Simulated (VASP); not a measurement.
# Ir (Im-3m) in VASP: further runs

Runs on Ir. Level: BLYP. Tasks: single point, relaxation of cell and atoms.

Program: VASP 6.6.1. These are calculated values, not measurements. Logs are shortened: lines on timing, memory, paths and dates and some standing lists are left out, and cuts for length are marked.

## 1. The cell of the first run

Symmetry: Im-3m, No. 229, cubic system. The conventional cell has a = 3.208 Å, b = 3.208 Å, c = 3.208 Å, α = 90.00°, β = 90.00°, γ = 90.00°. Within 3.7 Å of Ir (site symmetry m-3m) lie 14 Ir at 2.78 to 3.21 Å.

## 2. Single point, BLYP (volume scaled by 1.04)

Contents of INCAR:

```
PREC = Accurate
ENCUT = 520
EDIFF = 1E-6
ISMEAR = -1
SIGMA = 0.1
LREAL = F
LASPH = T
NELM = 100
ALGO = Normal
ISIF = 2
LWAVE = F
LCHARG = T
GGA = B5
ALDAX = 1.0
AGGAX = 1.0
AGGAC = 1.0
ALDAC = 0.0
LELF = T
LVHAR = T
NBANDS = 10
```

Contents of KPOINTS:

```
regular mesh
0
Gamma
  16 16 16
```

Contents of POSCAR:

```
Ir
1.0
   -1.6041359637      1.6041359637      1.6041359637
    1.6041359637     -1.6041359637      1.6041359637
    1.6041359637      1.6041359637     -1.6041359637
Ir
1
Direct
    0.0000000000      0.0000000000      0.0000000000
```

Potentials or basis: VASP PAW PBE potentials, release 64 (Ir).

The run is started by

```console
$ cat potpaw_PBE.64/Ir/POTCAR > POTCAR
$ mpirun -np 1 vasp_std > vasp.out
```

OUTCAR:

```text
PREC = Accurate
   ENCUT = 520
   EDIFF = 1E-6
   ISMEAR = -1
   LREAL = F
   LASPH = T
   NELM = 100
   ISIF = 2
   GGA = B5

 ion  position               nearest neighbor table
   1  0.000  0.000  0.000-

  LATTYP: Found a body centered cubic cell.
 ALAT       =     3.2082719274

  Lattice vectors:

 A1 = (  -1.6041359637,   1.6041359637,   1.6041359637)
 A2 = (   1.6041359637,  -1.6041359637,   1.6041359637)
 A3 = (   1.6041359637,   1.6041359637,  -1.6041359637)

Analysis of symmetry for initial positions (statically):
=====================================================================
 Subroutine PRICEL returns:
 Original cell was already a primitive cell.

 Routine SETGRP: Setting up the symmetry group for a
 body centered cubic supercell.

 Subroutine GETGRP returns: Found 48 space group operations
 (whereof 48 operations were pure point group operations)
 out of a pool of 48 trial point group operations.

The static configuration has the point symmetry O_h .

Analysis of symmetry for dynamics (positions and initial velocities):
=====================================================================
 Subroutine PRICEL returns:
 Original cell was already a primitive cell.

 Routine SETGRP: Setting up the symmetry group for a
 body centered cubic supercell.

 Subroutine GETGRP returns: Found 48 space group operations
 (whereof 48 operations were pure point group operations)
 out of a pool of 48 trial point group operations.

The dynamic configuration has the point symmetry O_h .

 Subroutine INISYM returns: Found 48 space group operations
 (whereof 48 operations are pure point group operations),
 and found     1 'primitive' translations

----------------------------------------------------------------------------------------

                                     Primitive cell

  volume of cell :      16.5114

  direct lattice vectors                    reciprocal lattice vectors
    -1.604135964  1.604135964  1.604135964     0.000000000  0.311694277  0.311694277
     1.604135964 -1.604135964  1.604135964     0.311694277  0.000000000  0.311694277
     1.604135964  1.604135964 -1.604135964     0.311694277  0.311694277  0.000000000

  length of vectors
     2.778444991  2.778444991  2.778444991     0.440802274  0.440802274  0.440802274

  position of ions in fractional coordinates (direct lattice)
     0.000000000  0.000000000  0.000000000

  ion indices of the primitive-cell ions
   primitive index   ion index
                 1           1

----------------------------------------------------------------------------------------

 KPOINTS: regular mesh

Automatic generation of k-mesh.
 Grid dimensions read from file:
 generate k-points for:   16   16   16

 Generating k-lattice:

  Cartesian coordinates                     Fractional coordinates (reciprocal lattice)
     0.000000000  0.019480892  0.019480892     0.062500000  0.000000000  0.000000000
     0.019480892  0.000000000  0.019480892     0.000000000  0.062500000  0.000000000
     0.019480892  0.019480892  0.000000000     0.000000000  0.000000000  0.062500000

  Length of vectors
     0.027550142  0.027550142  0.027550142

  Shift w.r.t. Gamma in fractional coordinates (k-lattice)
     0.000000000  0.000000000  0.000000000

 Subroutine IBZKPT returns following result:
 ===========================================

 Found    145 irreducible k-points:

 Following reciprocal coordinates:
            Coordinates               Weight
  0.000000  0.000000  0.000000      1.000000
  0.062500  0.000000  0.000000     12.000000
  0.125000  0.000000  0.000000     12.000000
  0.187500  0.000000  0.000000     12.000000
  0.250000  0.000000  0.000000     12.000000
  0.312500  0.000000  0.000000     12.000000
[... 16 lines left out ...]
  0.187500  0.187500  0.000000     24.000000
  0.250000  0.187500 -0.000000     48.000000
 [... further k-points ...]
   k-points           NKPTS =    145   k-points in BZ     NKDIM =    145   number of bands    NBANDS=     10
   number of dos      NEDOS =    301   number of ions     NIONS =      1
   total plane-waves  NPLWV =  13824
   dimension x,y,z NGX =    24 NGY =   24 NGZ =   24
   dimension x,y,z NGXF=    48 NGYF=   48 NGZF=   48
   ions per type =               1
   NGX,Y,Z   is equivalent  to a cutoff of  14.36, 14.36, 14.36 a.u.
   NGXF,Y,Z  is equivalent  to a cutoff of  28.72, 28.72, 28.72 a.u.
 SYSTEM =  unknown system
   PREC   = accura    normal or accurate (medium, high low for compatibility)
   ISTART =      0    job   : 0-new  1-cont  2-samecut
   ICHARG =      2    charge: 1-file 2-atom 10-const
   ISPIN  =      1    spin polarized calculation?
   LNONCOLLINEAR =      F non collinear calculations
   LSORBIT =      F    spin-orbit coupling
   LASPH  =      T    aspherical Exc in radial PAW
   ENCUT  =  520.0 eV  38.22 Ry    6.18 a.u.   5.17  5.17  5.17*2*pi/ulx,y,z
   NELM   =    100;   NELMIN=  2; NELMDL= -5     # of ELM steps
   EDIFF  = 0.1E-05   stopping-criterion for ELM
   LREAL  =      F    real-space projection
   EDIFFG = 0.1E-04   stopping-criterion for IOM
   NSW    =      0    number of steps for IOM
   IBRION =     -1    ionic relax: 0-MD 1-quasi-New 2-CG
   NFREE  =      0    steps in history (QN), initial steepest desc. (CG)
   ISIF   =      2    stress and relaxation
   ISYM   =      2    0-nonsym 1-usesym 2-fastsym
   POTIM  = 0.5000    time-step for ionic-motion
   TEBEG  =    0.0;   TEEND  =   0.0 temperature during run
   PSTRESS=    0.0 pullay stress
   NELECT =       9.0000    total number of electrons
   NUPDOWN=      -1.0000    fix difference up-down
   EMIN   =  10.00;   EMAX   =-10.00  energy-range for DOS
   EFERMI =   0.00;   METHOD = LEGACY
   ISMEAR =    -1;   SIGMA  =   0.10  broadening in eV -4-tet -1-fermi 0-gaus
   EFERMI_NEDOS =   21; number of points for ismear=-14 and -15
   IALGO  =     38    algorithm
   IMIX   =      4    mixing-type and parameters
     AMIX     =   0.40;   BMIX     =  1.00
     AMIX_MAG =   1.60;   BMIX_MAG =  1.00
  volume/ion in A,a.u.               =      16.51       111.42
  Fermi-wavevector in a.u.,A,eV,Ry     =   1.337297  2.527125 24.332155  1.788363
  Thomas-Fermi vector in A             =   2.465857
   LORBIT       =      0    0 simple, 1 ext, 2 COOP (PROOUT), +10 PAW based schemes
   GGA     = B5    functional components
   LHFCALC =     F    Hartree Fock is set to
   AEXX    =    0.0000 exact exchange contribution
   IVDW    =     0    specifies the selected vdW correction
   LEPSILON=     F    determine dielectric tensor
   LRPA    =     F    only Hartree local field effects (RPA)
 non-spin polarized calculation
  energy-cutoff  :      520.00
  volume of cell :       16.51
 maximum number of plane-waves:       466
 NGX is ok and might be reduce to    24
   NGX = 11   NGY = 11   NGZ = 11

 number of electron       9.0000000 magnetization

 Free energy of the ion-electron system (eV)
  ---------------------------------------------------
  ext. energy  EPLUGINS =         0.00000000
  ---------------------------------------------------
  free energy    TOTEN  =        -6.91928237 eV

  energy without entropy =       -6.83411547  energy(sigma->0) =       -6.87669892

 E-fermi :   8.2848     XC(G=0): -12.3788

 val. band max:        8.2815953889   @ k =   0.3125   0.1875   0.1250
 cond. band min:       8.2856211868   @ k =   0.3125   0.2500   0.0625
 fundamental gap:      0.0040257979
 Fermi energy:         8.2847865680

 k-point     1 :       0.0000    0.0000    0.0000
  band No.  band energies     occupation
      1      -0.8613      2.00000
      2       5.3274      2.00000
      3       5.3274      2.00000
      4       5.3274      2.00000
      5       7.8789      1.96606
      6       7.8789      1.96605
      7      25.4389      0.00000
      8      25.4389      0.00000
      9      25.4389      0.00000
     10      34.9598      0.00000

 k-point     2 :       0.0625    0.0000    0.0000
  band No.  band energies     occupation
      1      -0.7036      2.00000
      2       5.2622      2.00000
      3       5.3268      2.00000
      4       5.4595      2.00000
      5       7.7927      1.98552
      6       7.8836      1.96445
      7      25.5163      0.00000
      8      25.5837      0.00000
      9      25.6747      0.00000
     10      32.9538      0.00000

 k-point     3 :       0.1250    0.0000    0.0000
  band No.  band energies     occupation
      1      -0.2476      2.00000
      2       5.0811      2.00000
      3       5.3116      2.00000
      4       5.8486      2.00000
      5       7.6004      1.99787
      6       7.9006      1.95801
      7      25.6032      0.00000
      8      25.7357      0.00000
      9      26.3595      0.00000
     10      31.3105      0.00000

 k-point     4 :       0.1875    0.0000    0.0000
  band No.  band energies     occupation
      1       0.4443      2.00000
      2       4.8225      2.00000
      3       5.2744      2.00000
      4       6.4714      2.00000
      5       7.4487      1.99953
      6       7.9357      1.94083
      7      24.9573      0.00000
      8      25.2686      0.00000
      9      27.4293      0.00000
     10      30.4892      0.00000

 k-point     5 :       0.2500    0.0000    0.0000
  band No.  band energies     occupation
      1       1.2253      2.00000
      2       4.5341      2.00000
      3       5.3224      2.00000
      4       7.2840      1.99991
      5       7.4391      1.99958
      6       7.9931      1.89735
      7      22.9025      0.00000
      8      24.3481      0.00000
      9      28.7835      0.00000
     10      29.6668      0.00000

 k-point     6 :       0.3125    0.0000    0.0000
  band No.  band energies     occupation
      1       1.8286      2.00000
      2       4.2614      2.00000
      3       5.7406      2.00000
      4       7.5601      1.99858
      5       8.0689      1.79307
      6       8.2103      1.35616
      7      20.3957      0.00000
      8      23.2590      0.00000
      9      27.5686      0.00000
     10      30.2795      0.00000

 k-point     7 :       0.3750    0.0000    0.0000
  band No.  band energies     occupation
      1       2.0757      2.00000
      2       4.0413      2.00000
      3       6.6730      2.00000
      4       7.7671      1.98877
      5       8.1489      1.59106
      6       9.1243      0.00045
      7      17.9416      0.00000
      8      22.3354      0.00000
      9      25.7531      0.00000
     10      31.7122      0.00000

 k-point     8 :       0.4375    0.0000    0.0000
  band No.  band energies     occupation
      1       2.1051      2.00000
      2       3.8992      2.00000
      3       7.5287      1.99896
      4       8.2113      1.35167
      5       8.2599      1.12366
      6       9.8319      0.00000
      7      15.9080      0.00000
      8      21.7325      0.00000
      9      24.4828      0.00000
     10      32.3367      0.00000

 k-point     9 :       0.5000    0.0000    0.0000
  band No.  band energies     occupation
      1       2.0954      2.00000
      2       3.8503      2.00000
      3       7.6930      1.99463
      4       8.2350      1.24368
      5       8.7879      0.01298
      6      10.1055      0.00000
      7      15.0061      0.00000
      8      21.5239      0.00000
      9      24.0183      0.00000
     10      32.4040      0.00000
[... 118 lines left out ...]
 k-point    19 :       0.2500    0.1250    0.0000
  band No.  band energies     occupation
      1       2.2427      2.00000
      2       4.3471      2.00000
      3       5.1535      2.00000
      4       7.3722      1.99978
      5       8.1960      1.41685
      6       8.9778      0.00195
      7      20.2431      0.00000
      8      23.1542      0.00000
      9      25.5654      0.00000
     10      29.1931      0.00000

 k-point    20 :       0.3125    0.1250    0.0000
  band No.  band energies     occupation
      1       2.4904      2.00000
      2       4.1429      2.00000
      3       5.8405      2.00000
      4       7.5672      1.99847
      5       8.2992      0.92790
      6      10.1033      0.00000
      7      17.8221      0.00000
      8      22.2278      0.00000
      9      24.4176      0.00000
     10      30.4127      0.00000

 k-point    21 :       0.3750    0.1250    0.0000
  band No.  band energies     occupation
      1       2.5063      2.00000
      2       4.0170      2.00000
      3       6.5848      2.00000
      4       7.6646      1.99596
      5       8.5541      0.12676
      6      11.1718      0.00000
      7      15.7540      0.00000
      8      21.5723      0.00000
      9      23.5844      0.00000
     10      31.4274      0.00000

 k-point    22 :       0.4375    0.1250   -0.0000
  band No.  band energies     occupation
      1       2.4908      2.00000
      2       3.9744      2.00000
      3       6.9067      2.00000
      4       7.6377      1.99691
      5       8.7616      0.01685
      6      11.7734      0.00000
      7      14.7434      0.00000
      8      21.3245      0.00000
      9      23.2812      0.00000
     10      32.0970      0.00000

 k-point    23 :       0.1875    0.1875    0.0000
  band No.  band energies     occupation
      1       2.3296      2.00000
      2       4.5494      2.00000
      3       4.7098      2.00000
      4       7.2752      1.99992
      5       8.2062      1.37388
      6       9.0139      0.00136
      7      20.8513      0.00000
      8      23.0488      0.00000
      9      25.5497      0.00000
     10      28.4638      0.00000

 k-point    24 :       0.2500    0.1875   -0.0000
  band No.  band energies     occupation
      1       2.7913      2.00000
      2       4.3369      2.00000
      3       5.0417      2.00000
      4       7.4147      1.99967
      5       8.2693      1.07736
      6      10.2521      0.00000
      7      18.6829      0.00000
      8      21.8474      0.00000
      9      24.6678      0.00000
     10      29.2415      0.00000

 [... further k-points ...]
[... 5 lines left out ...]
  --------------------------------------------------------------------------------------
  -------------------------------------------------------------------------------------
  Total       -0.7484668     -0.7484668     -0.7484668      0.0000000     -0.0000000      0.0000000
  in kB      -72.6272532    -72.6272532    -72.6272532      0.0000000     -0.0000000      0.0000000
  external PRESSURE =     -72.6272532 kB  Pullay stress =       0.0000000 kB

 VOLUME and BASIS-vectors are now :
 -----------------------------------------------------------------------------
  energy-cutoff  :      520.00
  volume of cell :       16.51
      direct lattice vectors                 reciprocal lattice vectors
    -1.604135964  1.604135964  1.604135964     0.000000000  0.311694277  0.311694277
     1.604135964 -1.604135964  1.604135964     0.311694277  0.000000000  0.311694277
     1.604135964  1.604135964 -1.604135964     0.311694277  0.311694277  0.000000000

 POSITION                                       TOTAL-FORCE (eV/Angst)
 -----------------------------------------------------------------------------------
      0.00000      0.00000      0.00000         0.000000     -0.000000      0.000000
 -----------------------------------------------------------------------------------
    total drift:                                0.000000      0.000000      0.000000

  FREE ENERGIE OF THE ION-ELECTRON SYSTEM (eV)
  ---------------------------------------------------
  free  energy   TOTEN  =        -6.9192823669 eV

  energy  without entropy=       -6.8341154666  energy(sigma->0) =       -6.87669892
```

Wall time 40 s (1 thread of Intel Xeon 8259CL, shared host); peak memory 0.16 GiB.

What came out:

```
Free energy : -6.9193 eV
Pressure    : -7.3 GPa
```

Caveat: the PAW data sets were made with another functional, which shifts forces and pressure a little; spin-orbit coupling is left out, which moves the levels of the heavy elements.

## 3. Single point, BLYP (volume scaled by 1.08)

Contents of INCAR:

```
PREC = Accurate ; ENCUT = 520
EDIFF = 1E-7 ; ISMEAR = -1
SIGMA = 0.1 ; LREAL = F
LASPH = T ; NELM = 100
ALGO = Normal ; ISIF = 2
LWAVE = F ; LCHARG = T
GGA = B5 ; ALDAX = 1.0
AGGAX = 1.0 ; AGGAC = 1.0
ALDAC = 0.0 ; LELF = T
LVHAR = T ; NBANDS = 10
```

KPOINTS is that of step 2.

Contents of POSCAR:

```
Ir
1.0
   -1.6244436381      1.6244436381      1.6244436381
    1.6244436381     -1.6244436381      1.6244436381
    1.6244436381      1.6244436381     -1.6244436381
Ir
1
Direct
    0.0000000000      0.0000000000      0.0000000000
```

Potentials or basis: VASP PAW PBE potentials, release 64 (Ir).

The run is started by

```console
$ cat potpaw_PBE.64/Ir/POTCAR > POTCAR
$ mpirun -np 1 vasp_std > vasp.out
```

Run time: 45 s. Hardware: 1 thread of Intel Xeon 8259CL, shared host; peak memory 0.16 GiB.

Results (log left out):

| Quantity | Value |
| --- | --- |
| Free energy | -6.8757 eV |
| Pressure | -14.5 GPa |

Levels at points of the mesh, in eV from the Fermi level:
| k point | band 1 | band 2 | band 3 | band 4 | band 5 | band 6 | band 7 | band 8 | band 9 |
| --- | --- | --- | --- | --- | --- | --- | --- | --- | --- |
| (0.00, 0.00, 0.00) | -8.81 | -2.79 | -2.79 | -2.79 | -0.38 | -0.38 | 17.10 | 17.10 | 17.10 |
| (0.50, 0.00, 0.00) | -5.87 | -4.18 | -0.56 | -0.05 | 0.58 | 1.70 | 6.37 | 13.18 | 15.36 |
| (0.50, 0.50, 0.50) | -5.34 | -5.34 | 1.18 | 1.18 | 1.18 | 7.57 | 7.57 | 7.57 | 12.10 |

Caveat: the PAW data sets were made with another functional, which shifts forces and pressure a little; spin-orbit coupling is left out, which moves the levels of the heavy elements.

(Continued in part 2 of 2.)
